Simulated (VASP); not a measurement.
Input of a VASP 6.6.1 run:

INCAR

```
  ALGO = Normal
  DIPOL = 0.5 0.5 0.403
  EDIFF = 1E-6
  ENCUT = 520
  GGA = PE
  IDIPOL = 3
  ISIF = 2
  ISMEAR = 0
  IVDW = 12
  LASPH = T
  LCHARG = F
  LDIPOL = T
  LREAL = F
  LWAVE = F
  NBANDS = 50
  NELM = 60
  PREC = Accurate
  SIGMA = 0.05
```

File KPOINTS:

```
k-points
0
Gamma
  7 7 1
```

The input POSCAR:

```
SnO
1.0
    3.8201636883      0.0000000000      0.0000000000
    0.0000000000      3.8201636883      0.0000000000
    0.0000000000      0.0000000000     22.2260802162
Sn O
4 4
Direct
    0.7500000000      0.2500000000      0.2024648501
    0.2500000000      0.7500000000      0.3087831971
    0.3750000000      1.1250000000      0.4977503906
    0.8750000000      0.6250000000      0.6040687375
    0.2500000000      0.2500000000      0.2556240236
    0.7500000000      0.7500000000      0.2556240236
    0.8750000000      1.1250000000      0.5509095640
    0.3750000000      0.6250000000      0.5509095640
```

Potentials or basis: VASP PAW PBE potentials, release 64 (Sn_d, O).

Run with:

```console
$ cat potpaw_PBE.64/Sn_d/POTCAR potpaw_PBE.64/O/POTCAR > POTCAR
$ mpirun -np 1 vasp_std > vasp.out
```

Task: What does it give for the largest force?

Result: 0.135 eV/Å.

Task: What does it give for the dispersion energy per atom?

Result: -0.155 eV.

Task: What does it give for the band gap on the k mesh?

Result: 2.51 eV, indirect (least direct gap 2.57 eV).

Forces on the atoms (eV/Å):
```
Sn  -0.002 -0.003 -0.082
Sn  -0.009 -0.017  0.133
Sn   0.009  0.017 -0.133
Sn   0.002  0.003  0.082
O    0.004 -0.016  0.007
O   -0.012  0.006  0.007
O    0.012 -0.006 -0.007
O   -0.004  0.016 -0.007
```

Caveat: spin-orbit coupling is left out, which moves the levels of the heavy elements.
